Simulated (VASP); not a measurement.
# Nb (Fm-3m) in VASP: settings compared, part 2 of 2

VASP 6.6.1. The steps go on from the part before.

## Step 4: Single point, PBEsol-based screened hybrid with 25 % exact exchange

This run uses another cell than the first one, of 18.32 Å³/atom.

POSCAR

```
Nb
1.0
    0.0000000000      2.0924387021      2.0924387021
    2.0924387021      0.0000000000      2.0924387021
    2.0924387021      2.0924387021      0.0000000000
Nb
1
Direct
    0.0000000000      0.0000000000      0.0000000000
```

INCAR.step1

```
PREC = Accurate
ENCUT = 520
EDIFF = 1E-5
ISMEAR = -1
SIGMA = 0.05
LREAL = F
LASPH = T
NELM = 100
ALGO = Normal
ISIF = 2
LWAVE = T
GGA = PE
NBANDS = 12
```

INCAR.step2

```
PREC = Accurate
ENCUT = 520
EDIFF = 1E-7
ISMEAR = -1
SIGMA = 0.05
LREAL = F
LASPH = T
NELM = 100
ALGO = Normal
ISIF = 2
LWAVE = F
LCHARG = T
GGA = PS
LHFCALC = T
AEXX = 0.25
HFSCREEN = 0.207
PRECFOCK = Normal
LELF = T
LVHAR = T
ISTART = 1
NBANDS = 12
```

KPOINTS

```
Automatic mesh
0
Gamma
  6 6 6
```

Potentials or basis: VASP PAW PBE potentials, release 64 (Nb_sv).

The run is started by

```bash
> cat potpaw_PBE.64/Nb_sv/POTCAR > POTCAR
> cp INCAR.step1 INCAR
> mpirun -np 1 vasp_std > vasp.out
> cp INCAR.step2 INCAR
> mpirun -np 1 vasp_std > vasp.out
```

OUTCAR:

```text
PREC = Accurate
   ENCUT = 520
   EDIFF = 1E-7
   ISMEAR = -1
   LREAL = F
   LASPH = T
   NELM = 100
   ISIF = 2
   GGA = PS
   LHFCALC = T
   AEXX = 0.25
   HFSCREEN = 0.207
   PRECFOCK = Normal
   ISTART = 1

 ion  position               nearest neighbor table
   1  0.000  0.000  0.000-

  LATTYP: Found a face centered cubic cell.
 ALAT       =     4.1848774042

  Lattice vectors:

 A1 = (   0.0000000000,   2.0924387021,   2.0924387021)
 A2 = (   2.0924387021,   0.0000000000,   2.0924387021)
 A3 = (   2.0924387021,   2.0924387021,   0.0000000000)

Analysis of symmetry for initial positions (statically):
=====================================================================
 Subroutine PRICEL returns:
 Original cell was already a primitive cell.

 Routine SETGRP: Setting up the symmetry group for a
 face centered cubic supercell.

 Subroutine GETGRP returns: Found 48 space group operations
 (whereof 48 operations were pure point group operations)
 out of a pool of 48 trial point group operations.

The static configuration has the point symmetry O_h .

[... 164 lines left out ...]
 k-point     1 :       0.0000    0.0000    0.0000
  band No.  band energies     occupation
      1     -47.5714      2.00000
      2     -21.4167      2.00000
      3     -21.4167      2.00000
      4     -21.4167      2.00000
      5       3.7377      2.00000
      6      11.4733      0.02190
      7      11.4733      0.02190
      8      11.4733      0.02190
      9      14.7113      0.00000
     10      14.7113      0.00000
     11      23.6204      0.00000
     12      28.8841      0.00000
[... 211 lines left out ...]
 k-point    16 :      -0.3333    0.5000    0.1667
  band No.  band energies     occupation
      1     -47.2519      2.00000
      2     -22.5543      2.00000
      3     -22.1263      2.00000
      4     -21.9316      2.00000
      5       7.4312      2.00000
      6       8.2165      2.00000
      7      11.5072      0.01119
      8      14.4754      0.00000
      9      17.2834      0.00000
     10      20.7328      0.00000
     11      23.1325      0.00000
     12      23.2464      0.00000

------------------------ aborting loop because EDIFF is reached ----------------------------------------

  FORCE on cell =-STRESS in cart. coord.  units (eV):
  Direction    XX          YY          ZZ          XY          YZ          ZX
  --------------------------------------------------------------------------------------
  -------------------------------------------------------------------------------------
  Total       -0.0487218     -0.0487218     -0.0487218     -0.0000000      0.0000000      0.0000000
  in kB       -4.2603539     -4.2603539     -4.2603539     -0.0000000      0.0000000      0.0000000
  external PRESSURE =      -4.2603539 kB  Pullay stress =       0.0000000 kB

 VOLUME and BASIS-vectors are now :
 -----------------------------------------------------------------------------
  energy-cutoff  :      520.00
  volume of cell :       18.32
      direct lattice vectors                 reciprocal lattice vectors
     0.000000000  2.092438702  2.092438702    -0.238955626  0.238955626  0.238955626
     2.092438702  0.000000000  2.092438702     0.238955626 -0.238955626  0.238955626
     2.092438702  2.092438702  0.000000000     0.238955626  0.238955626 -0.238955626

 POSITION                                       TOTAL-FORCE (eV/Angst)
 -----------------------------------------------------------------------------------
      0.00000      0.00000      0.00000        -0.000000      0.000000      0.000000
 -----------------------------------------------------------------------------------
    total drift:                                0.000000      0.000000      0.000000

  FREE ENERGIE OF THE ION-ELECTRON SYSTEM (eV)
  ---------------------------------------------------
  free  energy   TOTEN  =       -11.9966178730 eV

  energy  without entropy=      -11.9840660688  energy(sigma->0) =      -11.99034197
```

OUTCAR.step1:

```text
PREC = Accurate
   ENCUT = 520
   EDIFF = 1E-5
   ISMEAR = -1
   LREAL = F
[... 445 lines left out ...]

 POSITION                                       TOTAL-FORCE (eV/Angst)
 -----------------------------------------------------------------------------------
      0.00000      0.00000      0.00000        -0.000000      0.000000      0.000000
 -----------------------------------------------------------------------------------
    total drift:                                0.000000      0.000000      0.000000

  FREE ENERGIE OF THE ION-ELECTRON SYSTEM (eV)
  ---------------------------------------------------
  free  energy   TOTEN  =        -9.8983524923 eV

  energy  without entropy=       -9.8866496722  energy(sigma->0) =       -9.89250108
```

OSZICAR.step1:

```text
N       E                     dE             d eps       ncg     rms          rms(c)
DAV:   1     0.117296838215E+03    0.11730E+03   -0.75113E+03   384   0.109E+03
DAV:   2    -0.564140835061E+01   -0.12294E+03   -0.11908E+03   416   0.392E+02
DAV:   3    -0.100784204499E+02   -0.44370E+01   -0.42312E+01   556   0.663E+01
DAV:   4    -0.103398558050E+02   -0.26144E+00   -0.26046E+00   524   0.145E+01
DAV:   5    -0.103468999265E+02   -0.70441E-02   -0.70399E-02   572   0.226E+00    0.684E+00
DAV:   6    -0.994369011909E+01    0.40321E+00   -0.62914E-01   596   0.100E+01    0.244E+00
DAV:   7    -0.989327074221E+01    0.50419E-01   -0.20435E-01   620   0.567E+00    0.103E+00
DAV:   8    -0.989827993608E+01   -0.50092E-02   -0.13807E-02   460   0.157E+00    0.350E-02
DAV:   9    -0.989833618693E+01   -0.56251E-04   -0.89685E-04   624   0.290E-01    0.430E-02
DAV:  10    -0.989835694156E+01   -0.20755E-04   -0.18820E-05   388   0.605E-02    0.160E-02
DAV:  11    -0.989835249234E+01    0.44492E-05   -0.56598E-06   300   0.429E-02
   1 F= -.98983525E+01 E0= -.98925011E+01  d E =-.117028E-01
```

Run time: 9.9 min. Hardware: 1 thread of Intel Xeon Platinum 8559C (Emerald Rapids), shared host; peak memory 0.24 GiB.

Results:

- Free energy: -11.9966 eV
- Pressure: -0.4 GPa
- Band gap on the k mesh: zero (an odd number of electrons rules out a gap without spin polarisation)

Levels at points of the mesh, in eV from the Fermi level:
| k point | band 2 | band 3 | band 4 | band 5 | band 6 | band 7 | band 8 | band 9 | band 10 | band 11 |
| --- | --- | --- | --- | --- | --- | --- | --- | --- | --- | --- |
| (0.00, 0.00, 0.00) | -32.66 | -32.66 | -32.66 | -7.51 | 0.23 | 0.23 | 0.23 | 3.46 | 3.46 | 12.37 |
| (0.50, 0.00, 0.00) | -34.12 | -32.84 | -32.84 | -4.78 | 0.06 | 0.06 | 1.07 | 5.46 | 5.46 | 11.65 |
| (0.50, 0.50, 0.00) | -34.01 | -33.15 | -33.15 | -4.93 | -4.24 | 3.79 | 5.60 | 6.03 | 6.03 | 12.13 |

Caveat: the k points lie up to 0.43 Å⁻¹ apart, too coarse for converged energies and pressures of a metal; the PAW data sets were made with another functional, which shifts forces and pressure a little.

## Step 5: Single point, PBE-based screened hybrid with 25 % exact exchange

This run uses another cell than the first one, of 18.68 Å³/atom.

POSCAR

```
Nb
1.0
    0.0000000000      2.1059691123      2.1059691123
    2.1059691123      0.0000000000      2.1059691123
    2.1059691123      2.1059691123      0.0000000000
Nb
1
Direct
    0.0000000000      0.0000000000      0.0000000000
```

INCAR.step1

```
SYSTEM = Nb
ALGO = Normal
EDIFF = 1E-5
ENCUT = 520
GGA = PE
ISIF = 2
ISMEAR = -1
LASPH = .True.
LCHARG = .False.
LREAL = .False.
LWAVE = .True.
NBANDS = 12
NELM = 100
PREC = Accurate
SIGMA = 0.05
```

INCAR.step2

```
SYSTEM = Nb
AEXX = 0.25
ALGO = Normal
EDIFF = 1E-6
ENCUT = 520
GGA = PE
HFSCREEN = 0.3
ISIF = 2
ISMEAR = -1
ISTART = 1
LASPH = .True.
LCHARG = .False.
LHFCALC = .True.
LREAL = .False.
LWAVE = .False.
NBANDS = 12
NELM = 100
PREC = Accurate
PRECFOCK = Normal
SIGMA = 0.05
```

KPOINTS

```
k-points
0
Gamma
  6 6 6
  0 0 0
```

Potentials or basis: VASP PAW PBE potentials, release 64 (Nb_sv).

The run is started by

```bash
> cat potpaw_PBE.64/Nb_sv/POTCAR > POTCAR
> cp INCAR.step1 INCAR
> mpirun -np 1 vasp_std > vasp.out
> cp INCAR.step2 INCAR
> mpirun -np 1 vasp_std > vasp.out
```

OUTCAR:

```text
SYSTEM = Nb
   AEXX = 0.25
   EDIFF = 1E-6
   ENCUT = 520
   GGA = PE
   HFSCREEN = 0.3
   ISIF = 2
   ISMEAR = -1
   ISTART = 1
   LASPH = .True.
   LHFCALC = .True.
   LREAL = .False.
   NELM = 100
   PREC = Accurate
   PRECFOCK = Normal

 ion  position               nearest neighbor table
   1  0.000  0.000  0.000-

  LATTYP: Found a face centered cubic cell.
 ALAT       =     4.2119382246

  Lattice vectors:

 A1 = (   0.0000000000,   2.1059691123,   2.1059691123)
 A2 = (   2.1059691123,   0.0000000000,   2.1059691123)
 A3 = (   2.1059691123,   2.1059691123,   0.0000000000)

Analysis of symmetry for initial positions (statically):
=====================================================================
 Subroutine PRICEL returns:
 Original cell was already a primitive cell.

 Routine SETGRP: Setting up the symmetry group for a
 face centered cubic supercell.

 Subroutine GETGRP returns: Found 48 space group operations
 (whereof 48 operations were pure point group operations)
 out of a pool of 48 trial point group operations.
[... 165 lines left out ...]
 Fermi energy:        11.0705482413

 k-point     1 :       0.0000    0.0000    0.0000
  band No.  band energies     occupation
      1     -47.6224      2.00000
      2     -21.5130      2.00000
      3     -21.5130      2.00000
      4     -21.5130      2.00000
      5       3.8322      2.00000
      6      11.2455      0.05872
      7      11.2455      0.05872
      8      11.2455      0.05872
      9      14.3261      0.00000
     10      14.3261      0.00000
     11      23.2923      0.00000
     12      28.4511      0.00000
[... 211 lines left out ...]
 k-point    16 :      -0.3333    0.5000    0.1667
  band No.  band energies     occupation
      1     -47.3278      2.00000
      2     -22.5731      2.00000
      3     -22.1739      2.00000
      4     -21.9905      2.00000
      5       7.5092      2.00000
      6       8.2553      2.00000
      7      11.3150      0.01494
      8      14.1358      0.00000
      9      16.8127      0.00000
     10      20.1917      0.00000
     11      22.6247      0.00000
     12      22.7184      0.00000

------------------------ aborting loop because EDIFF is reached ----------------------------------------

  FORCE on cell =-STRESS in cart. coord.  units (eV):
  Direction    XX          YY          ZZ          XY          YZ          ZX
  --------------------------------------------------------------------------------------
  -------------------------------------------------------------------------------------
  Total       -0.0493624     -0.0493624     -0.0493624      0.0000000     -0.0000000      0.0000000
  in kB       -4.2337069     -4.2337069     -4.2337069      0.0000000     -0.0000000      0.0000000
  external PRESSURE =      -4.2337069 kB  Pullay stress =       0.0000000 kB

 VOLUME and BASIS-vectors are now :
 -----------------------------------------------------------------------------
  energy-cutoff  :      520.00
  volume of cell :       18.68
      direct lattice vectors                 reciprocal lattice vectors
     0.000000000  2.105969112  2.105969112    -0.237420386  0.237420386  0.237420386
     2.105969112  0.000000000  2.105969112     0.237420386 -0.237420386  0.237420386
     2.105969112  2.105969112  0.000000000     0.237420386  0.237420386 -0.237420386

 POSITION                                       TOTAL-FORCE (eV/Angst)
 -----------------------------------------------------------------------------------
      0.00000      0.00000      0.00000        -0.000000     -0.000000      0.000000
 -----------------------------------------------------------------------------------
    total drift:                               -0.000000     -0.000000     -0.000000

  FREE ENERGIE OF THE ION-ELECTRON SYSTEM (eV)
  ---------------------------------------------------
  free  energy   TOTEN  =       -11.1553822850 eV

  energy  without entropy=      -11.1401763932  energy(sigma->0) =      -11.14777934
```

OUTCAR.step1:

```text
SYSTEM = Nb
   EDIFF = 1E-5
   ENCUT = 520
   GGA = PE
   ISIF = 2
   ISMEAR = -1
   LASPH = .True.
[... 446 lines left out ...]
 -----------------------------------------------------------------------------------
      0.00000      0.00000      0.00000         0.000000     -0.000000      0.000000
 -----------------------------------------------------------------------------------
    total drift:                                0.000000      0.000000     -0.000000

  FREE ENERGIE OF THE ION-ELECTRON SYSTEM (eV)
  ---------------------------------------------------
  free  energy   TOTEN  =        -9.9037413932 eV

  energy  without entropy=       -9.8906453044  energy(sigma->0) =       -9.89719335
```

OSZICAR.step1:

```text
N       E                     dE             d eps       ncg     rms          rms(c)
DAV:   1     0.124050638741E+03    0.12405E+03   -0.73296E+03   384   0.107E+03
DAV:   2    -0.576539063011E+01   -0.12982E+03   -0.12463E+03   396   0.398E+02
DAV:   3    -0.100559838640E+02   -0.42906E+01   -0.40996E+01   560   0.651E+01
DAV:   4    -0.103568859738E+02   -0.30090E+00   -0.29863E+00   524   0.157E+01
DAV:   5    -0.103715028070E+02   -0.14617E-01   -0.14614E-01   576   0.265E+00    0.667E+00
DAV:   6    -0.995151645051E+01    0.41999E+00   -0.65598E-01   596   0.101E+01    0.237E+00
DAV:   7    -0.989895338408E+01    0.52563E-01   -0.20643E-01   608   0.565E+00    0.103E+00
DAV:   8    -0.990366201456E+01   -0.47086E-02   -0.13453E-02   444   0.154E+00    0.375E-02
DAV:   9    -0.990372519538E+01   -0.63181E-04   -0.91188E-04   636   0.301E-01    0.417E-02
DAV:  10    -0.990374551370E+01   -0.20318E-04   -0.16634E-05   376   0.580E-02    0.151E-02
DAV:  11    -0.990374139319E+01    0.41205E-05   -0.55011E-06   280   0.420E-02
   1 F= -.99037414E+01 E0= -.98971933E+01  d E =-.130961E-01
```

Wall time 9.3 min (1 thread of Intel Xeon Platinum 8559C (Emerald Rapids), shared host); peak memory 0.24 GiB.

Results:

```
Free energy            : -11.1554 eV
Pressure               : -0.4 GPa
Band gap on the k mesh : zero (an odd number of electrons rules out a gap without spin polarisation)
```

Levels at points of the mesh, in eV from the Fermi level:
```csv
k point,band 4,band 5,band 6,band 7,band 8,band 9
"(0.00, 0.00, 0.00)",-32.58,-7.24,0.17,0.17,0.17,3.26
"(0.50, 0.00, 0.00)",-32.74,-4.51,0.04,0.04,1.05,5.20
"(0.50, 0.50, 0.00)",-33.04,-4.62,-3.95,3.58,5.33,5.74
```

Caveat: the k points lie up to 0.43 Å⁻¹ apart, too coarse for converged energies and pressures of a metal; the PAW data sets were made with another functional, which shifts forces and pressure a little.

## Step 6: Single point, PBEsol-based screened hybrid with 25 % exact exchange

POSCAR

```
Nb
1.0
    0.0000000000      2.1150000000      2.1150000000
    2.1150000000      0.0000000000      2.1150000000
    2.1150000000      2.1150000000      0.0000000000
Nb
1
Direct
    0.0000000000      0.0000000000      0.0000000000
```

INCAR.step1

```
SYSTEM = Nb
PREC = Accurate
ENCUT = 520
EDIFF = 1E-5
ISMEAR = -1
SIGMA = 0.05
LREAL = .False.
LASPH = .True.
NELM = 60
ALGO = Normal
ISIF = 2
LWAVE = .True.
GGA = PE
NBANDS = 12
```

INCAR.step2

```
SYSTEM = Nb
PREC = Accurate
ENCUT = 520
EDIFF = 1E-7
ISMEAR = -1
SIGMA = 0.05
LREAL = .False.
LASPH = .True.
NELM = 60
ALGO = Normal
ISIF = 2
LWAVE = .False.
LCHARG = .True.
GGA = PS
LHFCALC = .True.
AEXX = 0.25
HFSCREEN = 0.207
PRECFOCK = Normal
LELF = .True.
LVHAR = .True.
ISTART = 1
NBANDS = 12
```

KPOINTS

```
regular mesh
0
Gamma
  6 6 6
  0 0 0
```

Potentials or basis: VASP PAW PBE potentials, release 64 (Nb_sv).

The run is started by

```bash
> cat potpaw_PBE.64/Nb_sv/POTCAR > POTCAR
> cp INCAR.step1 INCAR
> mpirun -np 1 vasp_std > vasp.out
> cp INCAR.step2 INCAR
> mpirun -np 1 vasp_std > vasp.out
```

Run time: 11 min. Hardware: 1 thread of Intel Xeon Platinum 8559C (Emerald Rapids), shared host; peak memory 0.24 GiB.

Results (log left out):

| Property | Result |
| --- | --- |
| Free energy | -11.9842 eV |
| Pressure | -6.3 GPa |
| Band gap on the k mesh | zero (an odd number of electrons rules out a gap without spin polarisation) |

Levels at points of the mesh, in eV from the Fermi level:
```csv
k point,band 2,band 3,band 4,band 5,band 6,band 7,band 8,band 9,band 10,band 11
"(0.00, 0.00, 0.00)",-32.79,-32.79,-32.79,-7.44,0.22,0.22,0.22,3.34,3.34,12.32
"(0.50, 0.00, 0.00)",-34.11,-32.95,-32.95,-4.66,0.07,0.07,0.92,5.24,5.24,11.16
"(0.50, 0.50, 0.00)",-34.01,-33.23,-33.23,-4.74,-4.09,3.56,5.38,5.78,5.78,11.84
```

Caveat: the k points lie up to 0.43 Å⁻¹ apart, too coarse for converged energies and pressures of a metal; the PAW data sets were made with another functional, which shifts forces and pressure a little.

## Step 7: The runs side by side

| level | spin | cell | k mesh | grid for exact exchange (PRECFOCK) | share of exact exchange | screening parameter | gap on the mesh (eV) | pressure (GPa) |
| --- | --- | --- | --- | --- | --- | --- | --- | --- |
| PBE | non-collinear, zero start, SOC | a = 2.991 Å, angles 60.0°, 1 atom | 9 × 9 × 9 | - | - | - | - | -0.6 |
| PBEsol-based screened hybrid with 25 % exact exchange | off | a = 2.959 Å, angles 60.0°, 1 atom | 6 × 6 × 6 | Normal | 0.25 | 0.207 1/Å | none | -0.4 |
| PBE-based screened hybrid with 25 % exact exchange | off | a = 2.978 Å, angles 60.0°, 1 atom | 6 × 6 × 6 | Normal | 0.25 | 0.3 1/Å | none | -0.4 |
| PBEsol-based screened hybrid with 25 % exact exchange | off | a = 2.991 Å, angles 60.0°, 1 atom | 6 × 6 × 6 | Normal | 0.25 | 0.207 1/Å | none | -6.3 |

Alike in all rows: task single point; potentials or basis VASP PAW PBE potentials, release 64 (Nb_sv); cutoff (eV) 520; smearing fermi-dirac 0.05 eV.

Caveats: some runs use coarse meshes; the PAW data sets were made with another functional, which shifts forces and pressure a little (at least some runs).

Absolute energies hang on the potentials; compare differences alone.
